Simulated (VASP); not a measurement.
# Zr2AlN3 (P-3m1) in VASP: further runs, part 2 of 2

VASP 6.6.1. The steps go on from the part before.

## 5. Single point, PBE

The input, INCAR:

```
PREC = Accurate
ENCUT = 600
EDIFF = 1E-6
ISMEAR = 0
SIGMA = 0.1
LREAL = False
LASPH = True
NELM = 120
ALGO = Normal
ISIF = 2
LWAVE = False
LCHARG = True
GGA = PE
LELF = True
LVHAR = True
NBANDS = 30
GGA_COMPAT = False
```

The input, KPOINTS:

```
Automatic mesh
0
Gamma
  12 12 6
```

The input, POSCAR:

```
Zr2AlN3
1.0
    3.1354360860      0.0000000000      0.0000000000
   -1.5677180430      2.7153673024      0.0000000000
    0.0000000000      0.0000000000      7.7811848487
Zr Al N
2 1 3
Direct
    0.3333333333      0.6666666667      0.1680216497
    0.6666666667      0.3333333333      0.8319783503
    0.0000000000      0.0000000000      0.5000000000
    0.3333333333      0.6666666667      0.6436945963
    0.6666666667      0.3333333333      0.3563054037
    0.0000000000      0.0000000000      0.0000000000
```

Potentials or basis: VASP PAW PBE potentials, release 64 (Zr_sv, Al, N).

On the command line:

```sh
$ cat potpaw_PBE.64/Zr_sv/POTCAR potpaw_PBE.64/Al/POTCAR potpaw_PBE.64/N/POTCAR > POTCAR
$ mpirun -np 1 vasp_std > vasp.out
```

OUTCAR:

```text
PREC = Accurate
   ENCUT = 600
   EDIFF = 1E-6
   ISMEAR = 0
   LREAL = False
   LASPH = True
   NELM = 120
   ISIF = 2
   GGA = PE

 ion  position               nearest neighbor table
   1  0.333  0.667  0.168-   6 2.23   6 2.23   6 2.23   5 2.33   5 2.33   5 2.33   3 3.15   3 3.15
                             3 3.15   2 3.18   2 3.18   2 3.18
   2  0.667  0.333  0.832-   6 2.23   6 2.23   6 2.23   4 2.33   4 2.33   4 2.33   3 3.15   3 3.15
                             3 3.15   1 3.18   1 3.18   1 3.18
   3  0.000  0.000  0.500-   4 2.13   5 2.13   4 2.13   5 2.13   5 2.13   4 2.13   1 3.15   2 3.15
                             1 3.15   2 3.15   1 3.15   2 3.15
   4  0.333  0.667  0.644-   3 2.13   3 2.13   3 2.13   2 2.33   2 2.33   2 2.33
   5  0.667  0.333  0.356-   3 2.13   3 2.13   3 2.13   1 2.33   1 2.33   1 2.33
   6  0.000  0.000  0.000-   1 2.23   2 2.23   1 2.23   2 2.23   2 2.23   1 2.23

  LATTYP: Found a hexagonal cell.
 ALAT       =     3.1354360860
 C/A-ratio  =     2.4816914251

  Lattice vectors:

 A1 = (   3.1354360860,   0.0000000000,   0.0000000000)
 A2 = (  -1.5677180430,   2.7153673024,   0.0000000000)
 A3 = (   0.0000000000,   0.0000000000,   7.7811848487)

Analysis of symmetry for initial positions (statically):
=====================================================================
 Subroutine PRICEL returns:
 Original cell was already a primitive cell.

 Routine SETGRP: Setting up the symmetry group for a
 hexagonal supercell.

 Subroutine GETGRP returns: Found 12 space group operations
 (whereof 12 operations were pure point group operations)
 out of a pool of 24 trial point group operations.

The static configuration has the point symmetry D_3d.

Analysis of symmetry for dynamics (positions and initial velocities):
=====================================================================
 Subroutine PRICEL returns:
 Original cell was already a primitive cell.

 Routine SETGRP: Setting up the symmetry group for a
 hexagonal supercell.

 Subroutine GETGRP returns: Found 12 space group operations
 (whereof 12 operations were pure point group operations)
 out of a pool of 24 trial point group operations.

The dynamic configuration has the point symmetry D_3d.

 Subroutine INISYM returns: Found 12 space group operations
 (whereof 12 operations are pure point group operations),
 and found     1 'primitive' translations

----------------------------------------------------------------------------------------

                                     Primitive cell

  volume of cell :      66.2479

  direct lattice vectors                    reciprocal lattice vectors
     3.135436086  0.000000000  0.000000000     0.318934902  0.184137151  0.000000000
    -1.567718043  2.715367302  0.000000000     0.000000000  0.368274303  0.000000000
     0.000000000  0.000000000  7.781184849     0.000000000  0.000000000  0.128515132

  length of vectors
     3.135436086  3.135436086  7.781184849     0.368274303  0.368274303  0.128515132

  position of ions in fractional coordinates (direct lattice)
     0.333333333  0.666666667  0.168021650
     0.666666667  0.333333333  0.831978350
     0.000000000  0.000000000  0.500000000
     0.333333333  0.666666667  0.643694596
     0.666666667  0.333333333  0.356305404
     0.000000000  0.000000000  0.000000000

  ion indices of the primitive-cell ions
   primitive index   ion index
                 1           1
[... 29 lines left out ...]

 Found    100 irreducible k-points:

 Following reciprocal coordinates:
            Coordinates               Weight
  0.000000  0.000000  0.000000      1.000000
  0.083333 -0.000000  0.000000      6.000000
  0.166667 -0.000000  0.000000      6.000000
  0.250000 -0.000000  0.000000      6.000000
  0.333333 -0.000000  0.000000      6.000000
  0.416667 -0.000000  0.000000      6.000000
[... 16 lines left out ...]
  0.166667 -0.000000  0.166667      6.000000
  0.000000  0.166667  0.166667      6.000000
 [... further k-points ...]
   k-points           NKPTS =    100   k-points in BZ     NKDIM =    100   number of bands    NBANDS=     30
   number of dos      NEDOS =    301   number of ions     NIONS =      6
   total plane-waves  NPLWV =  50176
   dimension x,y,z NGX =    28 NGY =   28 NGZ =   64
   dimension x,y,z NGXF=    56 NGYF=   56 NGZF=  128
   ions per type =               2   1   3
   NGX,Y,Z   is equivalent  to a cutoff of  14.85, 14.85, 13.67 a.u.
   NGXF,Y,Z  is equivalent  to a cutoff of  29.69, 29.69, 27.35 a.u.
 SYSTEM =  unknown system
   PREC   = accura    normal or accurate (medium, high low for compatibility)
   ISTART =      0    job   : 0-new  1-cont  2-samecut
   ICHARG =      2    charge: 1-file 2-atom 10-const
   ISPIN  =      1    spin polarized calculation?
   LNONCOLLINEAR =      F non collinear calculations
   LSORBIT =      F    spin-orbit coupling
   LASPH  =      T    aspherical Exc in radial PAW
   ENCUT  =  600.0 eV  44.10 Ry    6.64 a.u.   6.26  6.26 15.54*2*pi/ulx,y,z
   NELM   =    120;   NELMIN=  2; NELMDL= -5     # of ELM steps
   EDIFF  = 0.1E-05   stopping-criterion for ELM
   LREAL  =      F    real-space projection
[... 7 lines left out ...]
   TEBEG  =    0.0;   TEEND  =   0.0 temperature during run
   PSTRESS=    0.0 pullay stress
   NELECT =      42.0000    total number of electrons
   NUPDOWN=      -1.0000    fix difference up-down
   EMIN   =  10.00;   EMAX   =-10.00  energy-range for DOS
   EFERMI =   0.00;   METHOD = LEGACY
   ISMEAR =     0;   SIGMA  =   0.10  broadening in eV -4-tet -1-fermi 0-gaus
   EFERMI_NEDOS =   21; number of points for ismear=-14 and -15
   IALGO  =     38    algorithm
   IMIX   =      4    mixing-type and parameters
     AMIX     =   0.40;   BMIX     =  1.00
     AMIX_MAG =   1.60;   BMIX_MAG =  1.00
  volume/ion in A,a.u.               =      11.04        74.51
  Fermi-wavevector in a.u.,A,eV,Ry     =   1.406373  2.657660 26.910757  1.977885
  Thomas-Fermi vector in A             =   2.528740
   LORBIT       =      0    0 simple, 1 ext, 2 COOP (PROOUT), +10 PAW based schemes
   GGA     = PE    functional components
   LHFCALC =     F    Hartree Fock is set to
   AEXX    =    0.0000 exact exchange contribution
   IVDW    =     0    specifies the selected vdW correction
   LEPSILON=     F    determine dielectric tensor
   LRPA    =     F    only Hartree local field effects (RPA)
 non-spin polarized calculation
 Gauss-broadening in eV      SIGMA  =   0.10
  energy-cutoff  :      600.00
  volume of cell :       66.25
 maximum number of plane-waves:      2233
 NGX is ok and might be reduce to    28
   NGX = 13   NGY = 13   NGZ = 31

 number of electron      42.0000000 magnetization

 Free energy of the ion-electron system (eV)
  ---------------------------------------------------
  ext. energy  EPLUGINS =         0.00000000
  ---------------------------------------------------
  free energy    TOTEN  =       -54.42948886 eV

  energy without entropy =      -54.42344981  energy(sigma->0) =      -54.42646934

 E-fermi :  11.5540     XC(G=0): -12.3307

 val. band max:       11.5498645573   @ k =   0.0000   0.0000   0.3333
 cond. band min:      11.5966469713   @ k =   0.0000   0.0000   0.5000
 fundamental gap:      0.0467824139
 Fermi energy:        11.5540083677

 k-point     1 :       0.0000    0.0000    0.0000
  band No.  band energies     occupation
      1     -37.9505      2.00000
      2     -37.8578      2.00000
      3     -16.6144      2.00000
      4     -15.8600      2.00000
      5     -15.5611      2.00000
      6     -15.5611      2.00000
[... 781 lines left out ...]
     29      16.0909      0.00000
     30      16.2582      0.00000

 [... further k-points ...]

------------------------ aborting loop because EDIFF is reached ----------------------------------------

  FORCE on cell =-STRESS in cart. coord.  units (eV):
  Direction    XX          YY          ZZ          XY          YZ          ZX
  --------------------------------------------------------------------------------------
  -------------------------------------------------------------------------------------
  Total       -0.0021476     -0.0021476      0.0103856     -0.0000000     -0.0000000      0.0000000
  in kB       -0.0519382     -0.0519382      0.2511718     -0.0000000     -0.0000000      0.0000000
  external PRESSURE =       0.0490985 kB  Pullay stress =       0.0000000 kB

 VOLUME and BASIS-vectors are now :
 -----------------------------------------------------------------------------
  energy-cutoff  :      600.00
  volume of cell :       66.25
      direct lattice vectors                 reciprocal lattice vectors
     3.135436086  0.000000000  0.000000000     0.318934902  0.184137151  0.000000000
    -1.567718043  2.715367302  0.000000000     0.000000000  0.368274303  0.000000000
     0.000000000  0.000000000  7.781184849     0.000000000  0.000000000  0.128515132

 POSITION                                       TOTAL-FORCE (eV/Angst)
 -----------------------------------------------------------------------------------
     -0.00000      1.81024      1.30741        -0.000000      0.000000      0.005953
      1.56772      0.90512      6.47378         0.000000     -0.000000     -0.005953
      0.00000      0.00000      3.89059        -0.000000      0.000000      0.000000
     -0.00000      1.81024      5.00871         0.000000     -0.000000     -0.023536
      1.56772      0.90512      2.77248        -0.000000      0.000000      0.023536
      0.00000      0.00000      0.00000        -0.000000      0.000000      0.000000
 -----------------------------------------------------------------------------------
    total drift:                               -0.000000      0.000000     -0.000000

  FREE ENERGIE OF THE ION-ELECTRON SYSTEM (eV)
  ---------------------------------------------------
  free  energy   TOTEN  =       -54.4294888629 eV

  energy  without entropy=      -54.4234498092  energy(sigma->0) =      -54.42646934
```

Wall time 1.9 min (1 thread of Intel Xeon 6975P-C (Granite Rapids), shared host); peak memory 0.37 GiB.

What came out:

```
Free energy            : -54.4295 eV
Pressure               : 0.0 GPa
Largest force          : 0.024 eV/Å
Band gap on the k mesh : zero (bands 21 and 22 overlap by 1.48 eV)
```

Forces in eV/Å, atoms in the order of the input:
```
Zr   0.000  0.000  0.006
Zr   0.000  0.000 -0.006
Al   0.000  0.000  0.000
N    0.000  0.000 -0.024
N    0.000  0.000  0.024
N    0.000  0.000  0.000
```

## 6. Relaxation of cell and atoms, PBE

The input, INCAR:

```
SYSTEM = Zr2AlN3
PREC = Accurate
ENCUT = 600
EDIFF = 1E-7
ISMEAR = 0
SIGMA = 0.1
LREAL = .False.
LASPH = .True.
NELM = 120
ALGO = Normal
ISIF = 3
LWAVE = .False.
LCHARG = .False.
GGA = PE
IBRION = 2
NSW = 100
EDIFFG = -0.01
GGA_COMPAT = .False.
NELMIN = 4
```

The input, KPOINTS:

```
Automatic mesh
0
Gamma
  12 12 6
  0 0 0
```

The input, POSCAR:

```
Zr2AlN3
1.0
    3.1367901968      0.0000000000      0.0000000000
   -1.5683950984      2.7165399968      0.0000000000
    0.0000000000      0.0000000000      7.7660563979
Zr Al N
2 1 3
Direct
    0.3333333333      0.6666666667      0.1679830223
    0.6666666667      0.3333333333      0.8320169777
    0.0000000000      0.0000000000      0.5000000000
    0.3333333333      0.6666666667      0.6439751428
    0.6666666667      0.3333333333      0.3560248572
    0.0000000000      0.0000000000      0.0000000000
```

Potentials or basis: VASP PAW PBE potentials, release 64 (Zr_sv, Al, N).

On the command line:

```sh
$ cat potpaw_PBE.64/Zr_sv/POTCAR potpaw_PBE.64/Al/POTCAR potpaw_PBE.64/N/POTCAR > POTCAR
$ mpirun -np 1 vasp_std > vasp.out
```

Run time: 6.9 min. Hardware: 1 thread of Intel Xeon 6975P-C (Granite Rapids), shared host; peak memory 0.36 GiB.

The run converged. Its results:

```
Free energy                           : -54.4294 eV
Relaxed volume                        : 11.04 Å³/atom
Relaxed cell                          : a = 3.135 Å, b = 3.135 Å, c = 7.782 Å, α = 90.00°, β = 90.00°, γ = 120.00°
Space group after relaxing (to 0.1 Å) : P-3m1 (No. 164)
Energy gained by relaxing             : 0.1 meV/atom
Ionic steps                           : 6
Pressure after relaxing               : 0.0 GPa
Largest force after relaxing          : 0.005 eV/Å
Band gap on the k mesh                : zero (bands 21 and 22 overlap by 1.48 eV)
```

Forces on the atoms (eV/Å):
```
Zr   0.000  0.000 -0.005
Zr   0.000  0.000  0.005
Al   0.000  0.000  0.000
N    0.000  0.000 -0.004
N    0.000  0.000  0.004
N    0.000  0.000  0.000
```

The path:
```tsv
step	energy change (eV)	largest force (eV/Å)	pressure (GPa)	volume (Å³)
1	0.0000	0.0678	0.30	66.18
2	-0.0003	0.0232	-0.46	66.37
3	-0.0005	0.0167	-0.22	66.31
4	-0.0005	0.0155	0.10	66.21
5	-0.0006	0.0153	0.02	66.24
6	-0.0006	0.0051	-0.01	66.24
```

Final structure:
```cif
data_structure
_symmetry_space_group_name_H-M 'P 1'
_symmetry_Int_Tables_number 1
_cell_length_a 3.1351
_cell_length_b 3.1351
_cell_length_c 7.7820
_cell_angle_alpha 90.000
_cell_angle_beta 90.000
_cell_angle_gamma 120.000
_cell_volume 66.24
loop_
_atom_site_label
_atom_site_type_symbol
_atom_site_fract_x
_atom_site_fract_y
_atom_site_fract_z
_atom_site_occupancy
Zr1 Zr 0.33333 0.66667 0.16812 1
Zr2 Zr 0.66667 0.33333 0.83188 1
Al1 Al 0.00000 0.00000 0.50000 1
N1 N 0.33333 0.66667 0.64352 1
N2 N 0.66667 0.33333 0.35648 1
N3 N 0.00000 0.00000 0.00000 1
```

Levels at points of the mesh, in eV from the Fermi level:
```tsv
k point	band 17	band 18	band 19	band 20	band 21	band 22	band 23	band 24	band 25
(0.00, 0.00, 0.00)	-3.50	-2.31	-2.31	-2.11	-0.33	0.33	0.33	1.30	2.21
(0.50, 0.00, 0.00)	-3.71	-3.71	-3.39	-3.39	-2.80	0.87	3.59	3.82	3.90
(0.00, 0.00, 0.50)	-3.10	-3.10	-2.75	-2.75	0.04	0.47	0.47	1.72	2.09
(0.50, 0.00, 0.50)	-4.97	-4.42	-3.27	-2.79	-1.94	0.25	3.42	3.92	4.11
```

## 7. The runs side by side

```csv
task,cell,k mesh,gap on the mesh (eV),pressure (GPa),relaxed volume (Å³/atom),largest force (eV/Å)
single point,"a = 3.137, b = 3.137, c = 7.766 Å, angles 90.0, 90.0, 120.0°, 6 atoms, atomic positions A",6 × 6 × 2,none,0.1,-,0.03
single point,"a = 3.358, b = 3.358, c = 8.225 Å, angles 90.0, 90.0, 120.0°, 6 atoms, atomic positions B",6 × 6 × 2,none,-27.6,-,1.44
relaxation of cell and atoms,"relaxed from a = 3.358, b = 3.358, c = 8.225 Å, angles 90.0, 90.0, 120.0°, 6 atoms, atomic positions B",6 × 6 × 2,none,-0.1,11.03,0.02
single point,"a = 3.135, b = 3.135, c = 7.781 Å, angles 90.0, 90.0, 120.0°, 6 atoms, atomic positions C",12 × 12 × 6,none,0.0,-,0.02
relaxation of cell and atoms,"relaxed from a = 3.137, b = 3.137, c = 7.766 Å, angles 90.0, 90.0, 120.0°, 6 atoms, atomic positions A",12 × 12 × 6,none,0.0,11.04,0.01
```

Alike in all rows: level PBE; potentials or basis VASP PAW PBE potentials, release 64 (Zr_sv, Al, N); no spin polarisation; cutoff (eV) 600; smearing gaussian 0.1 eV.

Caveats: some runs use coarse meshes; forces of over 1 eV/Å act on the atoms, so gaps and moduli don't describe the material at rest (at least some runs); the volume moved by over 15 % at a fixed basis, so the end points are rough (at least some runs).

Total energies depend on the potentials used, so only differences within one code and one set of settings carry meaning.

The gap in the log of VASP goes by the Fermi energy; the results here count the filled bands.